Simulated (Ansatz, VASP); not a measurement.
# AgCl: VASP beside Ansatz

```
Ag Cl
1.0
     0.00000    2.88408    2.99500
     2.88408    0.00000    2.99500
     2.88408    2.88408    0.00000
Ag Cl
1 1
Direct
  0.50000 0.50000 0.50000
  0.00000 0.00000 0.00000
```

Change from the starting cell: strain +0.040 along x and y, +0.080 along z, atoms carried along.

Alike in both runs: task single point; functional r2SCAN; k mesh 8 × 8 × 8; occupations gaussian, width 0.05 eV; no spin polarisation.

|  | VASP | Ansatz |
| --- | --- | --- |
| version | VASP 6.6.1 | Ansatz 0.2.0 |
| potentials or method | VASP PAW PBE potentials, release 64 (Ag, Cl), cutoff 550 eV | scalar-relativistic, plane waves, PAW |
| valence electrons in the cell | 18 | 26 |

VASP gave:

```
gap on the k mesh at the Fermi level (eV)                     : 1.38
least direct gap on the mesh (eV)                             : 3.23
pressure (GPa)                                                : -5.3
traceless stress, the component that is largest in VASP (GPa) : 0.14
```

Problem. Which values does Ansatz return?

Solution. gap on the k mesh at the Fermi level (eV): 1.43; least direct gap on the mesh (eV): 3.24; pressure (GPa): -5.2; traceless stress, the component that is largest in VASP (GPa): 0.13.

VASP's potentials were made for PBE, not for r2SCAN. VASP's potentials hold 18 valence electrons a cell and Ansatz's 26, so a difference there can come from the potentials and not from the codes.
